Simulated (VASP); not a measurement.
# Li2RhN2 (P1) in VASP: a series of runs

Runs on Li2RhN2. Level: PBEsol. Tasks: single point.

Everything below comes from runs of VASP 6.6.1. Logs are shortened: lines on timing, memory, paths and dates and some standing lists are left out, and cuts for length are marked.

## Step 1: The cell of the first run

The typed cell holds 5 atoms: a = 3.221 Å, b = 3.221 Å, c = 5.076 Å, α = 90.00°, β = 90.00°, γ = 120.00°.

## Step 2: Single point, PBEsol

INCAR

```
PREC = Accurate
ENCUT = 520
EDIFF = 1E-7
ISMEAR = 0
SIGMA = 0.05
LREAL = F
LASPH = T
NELM = 100
ALGO = Normal
ISIF = 2
LWAVE = F
LCHARG = T
GGA = PS
LELF = T
LVHAR = T
NBANDS = 24
```

KPOINTS

```
regular mesh
0
Gamma
  9 9 5
```

POSCAR

```
Li2RhN2
1.0
    3.2214626416      0.0000000000      0.0000000000
   -1.6107313208      2.7898684850      0.0000000000
    0.0000000000      0.0000000000      5.0759660458
Rh N Li
1 2 2
Direct
    0.0128070000      0.0109850000     -0.0116930000
    0.3451150000      0.6882240000      0.2083290000
    0.6982230000      0.3555770000      0.7964200000
    0.3383490000      0.6651990000      0.6450190000
    0.6595890000      0.3430480000      0.3623870000
```

Potentials or basis: VASP PAW PBE potentials, release 64 (Rh_pv, N, Li_sv).

Launch:

```console
> cat potpaw_PBE.64/Rh_pv/POTCAR potpaw_PBE.64/N/POTCAR potpaw_PBE.64/Li_sv/POTCAR > POTCAR
> mpirun -np 1 vasp_std > vasp.out
```

OUTCAR:

```text
PREC = Accurate
   ENCUT = 520
   EDIFF = 1E-7
   ISMEAR = 0
   LREAL = F
   LASPH = T
   NELM = 100
   ISIF = 2
   GGA = PS

 ion  position               nearest neighbor table
   1  0.013  0.011  0.988-   3 2.07   3 2.08   2 2.14   3 2.15   2 2.17   2 2.19   4 2.52   4 2.56
                             4 2.56   5 2.62   5 2.66   5 2.69
   2  0.345  0.688  0.208-   5 1.99   5 2.00   5 2.07   1 2.14   1 2.17   1 2.19
   3  0.698  0.356  0.796-   4 1.94   4 2.02   1 2.07   4 2.07   1 2.08   1 2.15
   4  0.338  0.665  0.645-   3 1.94   3 2.02   3 2.07   5 2.30   5 2.37   5 2.38   1 2.52   1 2.56
                             1 2.56
   5  0.660  0.343  0.362-   2 1.99   2 2.00   2 2.07   4 2.30   4 2.37   4 2.38   1 2.62   1 2.66
                             1 2.69

  LATTYP: Found a hexagonal cell.
 ALAT       =     3.2214626416
 C/A-ratio  =     1.5756712433

  Lattice vectors:

 A1 = (   3.2214626416,   0.0000000000,   0.0000000000)
 A2 = (  -1.6107313208,   2.7898684850,   0.0000000000)
 A3 = (   0.0000000000,   0.0000000000,   5.0759660458)

Analysis of symmetry for initial positions (statically):
=====================================================================
 Subroutine PRICEL returns:
 Original cell was already a primitive cell.

 Routine SETGRP: Setting up the symmetry group for a
 hexagonal supercell.

 Subroutine GETGRP returns: Found  1 space group operations
 (whereof  1 operations were pure point group operations)
 out of a pool of 24 trial point group operations.

The static configuration has the point symmetry C_1 .

Analysis of symmetry for dynamics (positions and initial velocities):
=====================================================================
 Subroutine PRICEL returns:
 Original cell was already a primitive cell.

 Routine SETGRP: Setting up the symmetry group for a
 hexagonal supercell.

 Subroutine GETGRP returns: Found  1 space group operations
 (whereof  1 operations were pure point group operations)
 out of a pool of 24 trial point group operations.

The dynamic configuration has the point symmetry C_1 .

 Subroutine INISYM returns: Found  1 space group operations
 (whereof  1 operations are pure point group operations),
 and found     1 'primitive' translations

----------------------------------------------------------------------------------------

                                     Primitive cell

  volume of cell :      45.6200

  direct lattice vectors                    reciprocal lattice vectors
     3.221462642  0.000000000  0.000000000     0.310418003  0.179219918  0.000000000
    -1.610731321  2.789868485  0.000000000     0.000000000  0.358439835  0.000000000
     0.000000000  0.000000000  5.075966046     0.000000000  0.000000000  0.197006834

  length of vectors
     3.221462642  3.221462642  5.075966046     0.358439835  0.358439835  0.197006834

  position of ions in fractional coordinates (direct lattice)
     0.012807000  0.010985000  0.988307000
     0.345115000  0.688224000  0.208329000
     0.698223000  0.355577000  0.796420000
     0.338349000  0.665199000  0.645019000
     0.659589000  0.343048000  0.362387000

  ion indices of the primitive-cell ions
   primitive index   ion index
                 1           1
                 2           2
                 3           3
                 4           4
                 5           5

----------------------------------------------------------------------------------------

 KPOINTS: regular mesh

Automatic generation of k-mesh.
 Grid dimensions read from file:
 generate k-points for:    9    9    5

 Generating k-lattice:

  Cartesian coordinates                     Fractional coordinates (reciprocal lattice)
     0.034490889  0.019913324  0.000000000     0.111111111  0.000000000  0.000000000
     0.000000000  0.039826648  0.000000000     0.000000000  0.111111111  0.000000000
     0.000000000  0.000000000  0.039401367     0.000000000  0.000000000  0.200000000

  Length of vectors
     0.039826648  0.039826648  0.039401367

  Shift w.r.t. Gamma in fractional coordinates (k-lattice)
     0.000000000  0.000000000  0.000000000

 Subroutine IBZKPT returns following result:
 ===========================================

 Found    203 irreducible k-points:

 Following reciprocal coordinates:
            Coordinates               Weight
  0.000000  0.000000  0.000000      1.000000
  0.111111  0.000000  0.000000      2.000000
  0.000000  0.111111  0.000000      2.000000
 -0.111111  0.111111  0.000000      2.000000
  0.222222 -0.000000  0.000000      2.000000
  0.000000  0.222222  0.000000      2.000000
[... 16 lines left out ...]
  0.333333  0.111111  0.000000      2.000000
 -0.111111  0.444444  0.000000      2.000000
 [... further k-points ...]
   k-points           NKPTS =    203   k-points in BZ     NKDIM =    203   number of bands    NBANDS=     24
   number of dos      NEDOS =    301   number of ions     NIONS =      5
   total plane-waves  NPLWV =  23040
   dimension x,y,z NGX =    24 NGY =   24 NGZ =   40
   dimension x,y,z NGXF=    48 NGYF=   48 NGZF=   80
   ions per type =               1   2   2
   NGX,Y,Z   is equivalent  to a cutoff of  12.39, 12.39, 13.10 a.u.
   NGXF,Y,Z  is equivalent  to a cutoff of  24.77, 24.77, 26.20 a.u.
 SYSTEM =  unknown system
   PREC   = accura    normal or accurate (medium, high low for compatibility)
   ISTART =      0    job   : 0-new  1-cont  2-samecut
   ICHARG =      2    charge: 1-file 2-atom 10-const
   ISPIN  =      1    spin polarized calculation?
   LNONCOLLINEAR =      F non collinear calculations
   LSORBIT =      F    spin-orbit coupling
   LASPH  =      T    aspherical Exc in radial PAW
   ENCUT  =  520.0 eV  38.22 Ry    6.18 a.u.   5.99  5.99  9.44*2*pi/ulx,y,z
   NELM   =    100;   NELMIN=  2; NELMDL= -5     # of ELM steps
   EDIFF  = 0.1E-06   stopping-criterion for ELM
   LREAL  =      F    real-space projection
   EDIFFG = 0.1E-05   stopping-criterion for IOM
   NSW    =      0    number of steps for IOM
   IBRION =     -1    ionic relax: 0-MD 1-quasi-New 2-CG
   NFREE  =      0    steps in history (QN), initial steepest desc. (CG)
   ISIF   =      2    stress and relaxation
   ISYM   =      2    0-nonsym 1-usesym 2-fastsym
   POTIM  = 0.5000    time-step for ionic-motion
   TEBEG  =    0.0;   TEEND  =   0.0 temperature during run
   PSTRESS=    0.0 pullay stress
   NELECT =      31.0000    total number of electrons
   NUPDOWN=      -1.0000    fix difference up-down
   EMIN   =  10.00;   EMAX   =-10.00  energy-range for DOS
   EFERMI =   0.00;   METHOD = LEGACY
   ISMEAR =     0;   SIGMA  =   0.05  broadening in eV -4-tet -1-fermi 0-gaus
   EFERMI_NEDOS =   21; number of points for ismear=-14 and -15
   IALGO  =     38    algorithm
   IMIX   =      4    mixing-type and parameters
     AMIX     =   0.40;   BMIX     =  1.00
     AMIX_MAG =   1.60;   BMIX_MAG =  1.00
  volume/ion in A,a.u.               =       9.12        61.57
  Fermi-wavevector in a.u.,A,eV,Ry     =   1.439274  2.719834 28.184609  2.071510
  Thomas-Fermi vector in A             =   2.558148
   LORBIT       =      0    0 simple, 1 ext, 2 COOP (PROOUT), +10 PAW based schemes
   GGA     = PS    functional components
   LHFCALC =     F    Hartree Fock is set to
   AEXX    =    0.0000 exact exchange contribution
   IVDW    =     0    specifies the selected vdW correction
   LEPSILON=     F    determine dielectric tensor
   LRPA    =     F    only Hartree local field effects (RPA)
 non-spin polarized calculation
 Gauss-broadening in eV      SIGMA  =   0.05
  energy-cutoff  :      520.00
  volume of cell :       45.62
 maximum number of plane-waves:      1254
   NGX = 11   NGY = 11   NGZ = 19

 number of electron      30.9999999 magnetization

 Free energy of the ion-electron system (eV)
  ---------------------------------------------------
  ext. energy  EPLUGINS =         0.00000000
  ---------------------------------------------------
  free energy    TOTEN  =       -29.92258260 eV

  energy without entropy =      -29.91801714  energy(sigma->0) =      -29.92029987

 E-fermi :   6.2883     XC(G=0): -11.6825

 val. band max:        6.2867013660   @ k =   0.2222  -0.3333  -0.2000
 cond. band min:       6.2911858102   @ k =  -0.3333   0.4444   0.0000
 fundamental gap:      0.0044844442
 Fermi energy:         6.2883163086

 k-point     1 :       0.0000    0.0000    0.0000
  band No.  band energies     occupation
      1     -40.5436      2.00000
      2     -40.5374      2.00000
      3     -40.5051      2.00000
      4     -37.9739      2.00000
      5     -37.7466      2.00000
      6      -8.8315      2.00000
[... 16 lines left out ...]
     23      17.4687      0.00000
     24      19.1835      0.00000

 k-point     2 :       0.1111    0.0000    0.0000
  band No.  band energies     occupation
      1     -40.5431      2.00000
      2     -40.5387      2.00000
      3     -40.5164      2.00000
      4     -37.9697      2.00000
      5     -37.7482      2.00000
      6      -8.6967      2.00000
[... 16 lines left out ...]
     23      17.6912      0.00000
     24      19.0557      0.00000

 k-point     3 :       0.0000    0.1111    0.0000
  band No.  band energies     occupation
      1     -40.5480      2.00000
      2     -40.5400      2.00000
      3     -40.5105      2.00000
      4     -37.9698      2.00000
      5     -37.7482      2.00000
      6      -8.6921      2.00000
[... 16 lines left out ...]
     23      17.7605      0.00000
     24      18.9465      0.00000
[... 514 lines left out ...]
 k-point    23 :       0.3333    0.1111    0.0000
  band No.  band energies     occupation
      1     -40.5893      2.00000
      2     -40.5655      2.00000
      3     -40.5260      2.00000
      4     -37.9412      2.00000
      5     -37.7607      2.00000
      6      -7.7488      2.00000
[... 16 lines left out ...]
     23      17.4854      0.00000
     24      18.3126      0.00000

 k-point    24 :      -0.1111    0.4444    0.0000
  band No.  band energies     occupation
      1     -40.6186      2.00000
      2     -40.5378      2.00000
      3     -40.5257      2.00000
      4     -37.9407      2.00000
      5     -37.7612      2.00000
      6      -7.7035      2.00000
[... 16 lines left out ...]
     23      17.4626      0.00000
     24      18.3792      0.00000

 [... further k-points ...]

------------------------ aborting loop because EDIFF is reached ----------------------------------------

  FORCE on cell =-STRESS in cart. coord.  units (eV):
  Direction    XX          YY          ZZ          XY          YZ          ZX
  --------------------------------------------------------------------------------------
  -------------------------------------------------------------------------------------
  Total       -2.2806874     -2.2297812     -1.6737334     -0.1492827      0.0347160      0.2551929
  in kB      -80.0978406    -78.3100137    -58.7815888     -5.2428138      1.2192291      8.9623846
  external PRESSURE =     -72.3964810 kB  Pullay stress =       0.0000000 kB

 VOLUME and BASIS-vectors are now :
 -----------------------------------------------------------------------------
  energy-cutoff  :      520.00
  volume of cell :       45.62
      direct lattice vectors                 reciprocal lattice vectors
     3.221462642  0.000000000  0.000000000     0.310418003  0.179219918  0.000000000
    -1.610731321  2.789868485  0.000000000     0.000000000  0.358439835  0.000000000
     0.000000000  0.000000000  5.075966046     0.000000000  0.000000000  0.197006834

 POSITION                                       TOTAL-FORCE (eV/Angst)
 -----------------------------------------------------------------------------------
      0.02356      0.03065      5.01661         0.168506      0.371263      0.899630
      0.00323      1.92005      1.05747         0.014323     -0.278860     -0.373726
      1.67656      0.99201      4.04260        -0.521810     -0.440856     -0.036694
      0.01852      1.85582      3.27409         0.124988      0.270151     -0.009670
      1.57228      0.95706      1.83946         0.213993      0.078302     -0.479540
 -----------------------------------------------------------------------------------
    total drift:                               -0.000265      0.000337      0.000266

  FREE ENERGIE OF THE ION-ELECTRON SYSTEM (eV)
  ---------------------------------------------------
  free  energy   TOTEN  =       -29.9225825956 eV

  energy  without entropy=      -29.9180171433  energy(sigma->0) =      -29.92029987
```

Wall time 4.2 min (1 thread of Intel Xeon 8259CL, shared host); peak memory 0.32 GiB.

Results:

```
Free energy            : -29.9226 eV
Largest force          : 0.988 eV/Å
Band gap on the k mesh : zero (an odd number of electrons rules out a gap without spin polarisation)
```

Forces in eV/Å, atoms in the order of the input:
```
Rh   0.169  0.371  0.900
N    0.014 -0.279 -0.374
N   -0.522 -0.441 -0.037
Li   0.125  0.270 -0.010
Li   0.214  0.078 -0.480
```

Caveat: the cutoff is under 1.25 times the usual one of these potentials, so pressure, stress and relaxed cells hold a basis-set (Pulay) error; the PAW data sets were made with another functional, which shifts forces and pressure a little.

## Step 3: Single point, PBEsol

INCAR

```
SYSTEM = Li2RhN2
ALGO = Normal ; EDIFF = 1E-7
ENCUT = 520 ; GGA = PS
ISIF = 2 ; ISMEAR = 0
LASPH = .True. ; LCHARG = .False.
LREAL = .False. ; LWAVE = .False.
NBANDS = 24 ; NELM = 100
PREC = Accurate ; SIGMA = 0.05
```

KPOINTS

```
k-points
0
Gamma
  11 11 6
  0 0 0
```

POSCAR is that of step 2.

Potentials or basis: VASP PAW PBE potentials, release 64 (Rh_pv, N, Li_sv).

Launch:

```console
> cat potpaw_PBE.64/Rh_pv/POTCAR potpaw_PBE.64/N/POTCAR potpaw_PBE.64/Li_sv/POTCAR > POTCAR
> mpirun -np 1 vasp_std > vasp.out
```

It took 6.6 min on 1 thread of Intel Xeon 8259CL, shared host; peak memory 0.44 GiB.

The run converged. Its results:

- Free energy: -29.9266 eV
- Largest force: 0.980 eV/Å
- Band gap on the k mesh: zero (an odd number of electrons rules out a gap without spin polarisation)

Forces on the atoms (eV/Å):
```
Rh   0.174  0.372  0.890
N    0.023 -0.276 -0.385
N   -0.536 -0.446 -0.018
Li   0.123  0.270 -0.009
Li   0.216  0.079 -0.478
```

Levels at points of the mesh, in eV from the Fermi level:
| k point | band 13 | band 14 | band 15 | band 16 | band 17 | band 18 |
| --- | --- | --- | --- | --- | --- | --- |
| (0.00, 0.00, 0.00) | -0.86 | -0.83 | -0.72 | -0.31 | 2.96 | 3.18 |
| (0.00, 0.00, 0.50) | -2.25 | -1.01 | -0.94 | 0.25 | 3.25 | 3.49 |

Caveat: the cutoff is under 1.25 times the usual one of these potentials, so pressure, stress and relaxed cells hold a basis-set (Pulay) error; the PAW data sets were made with another functional, which shifts forces and pressure a little.
